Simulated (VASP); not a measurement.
**TiO2: single point with PBEsol+U**

The system is TiO2.

```
Ti O
1.0
     5.74462    0.00000    0.00000
    -2.87231    4.97498    0.00000
     0.00000    0.00000    6.30319
Ti O
3 6
Direct
  0.48909 0.00000 0.33333
  0.00000 0.48909 0.66667
  0.51091 0.51091 0.00000
  0.57336 0.80691 0.15127
  0.76645 0.19309 0.51540
  0.23355 0.42664 0.81793
  0.80691 0.57336 0.84873
  0.19309 0.76645 0.48460
  0.42664 0.23355 0.18207
```

```json
{"Program": "VASP 6.6.1", "Task": "single point", "Functional": "PBEsol", "Potentials or basis": "VASP PAW PBE potentials, release 64 (Ti_sv, O)", "Cutoff": "520 eV", "k mesh": "6 × 6 × 5", "Occupations": "fermi-dirac, width 0.05 eV", "Spin": "no spin polarisation", "Hubbard terms": "Ti d U = 6.0 eV"}
```

The pressure is 4.9 GPa. The largest force is 0.328 eV/Å and the band gap on the k mesh is 4.19 eV, indirect (least direct gap 4.25 eV).

Forces in eV/Å, atoms in the order of the input:
```
Ti  -0.011  0.000  0.000
Ti   0.005 -0.009  0.000
Ti   0.005  0.009  0.000
O    0.236  0.215 -0.075
O    0.236 -0.215  0.075
O    0.068 -0.312 -0.075
O    0.068  0.312  0.075
O   -0.304  0.097 -0.075
O   -0.304 -0.097  0.075
```

Levels at points of the mesh, in eV from the valence-band top:
| k point | band 34 | band 35 | band 36 | band 37 | band 38 | band 39 |
| --- | --- | --- | --- | --- | --- | --- |
| (0.00, 0.00, 0.00) | -0.30 | -0.30 | -0.20 | 4.19 | 4.56 | 4.56 |
| (0.50, 0.00, 0.00) | -0.87 | -0.19 | -0.02 | 4.29 | 4.39 | 4.51 |

Eigenvalues of the final occupation matrices:
```
    site  spin  trace               eigenvalues
site 1 d     1   0.88  0.11 0.11 0.21 0.22 0.23
site 1 d     2   0.88  0.11 0.11 0.21 0.22 0.23
site 2 d     1   0.88  0.11 0.11 0.21 0.22 0.23
site 2 d     2   0.88  0.11 0.11 0.21 0.22 0.23
site 3 d     1   0.88  0.11 0.11 0.21 0.22 0.23
site 3 d     2   0.88  0.11 0.11 0.21 0.22 0.23
```

Run time: 6.6 min on 1 thread of Oxide Virtual Turin-like Processor, on a shared host, peak memory 0.38 GiB.

Caveat: the PAW data sets were made with another functional, which shifts forces and pressure a little. A k mesh can miss the band edges.
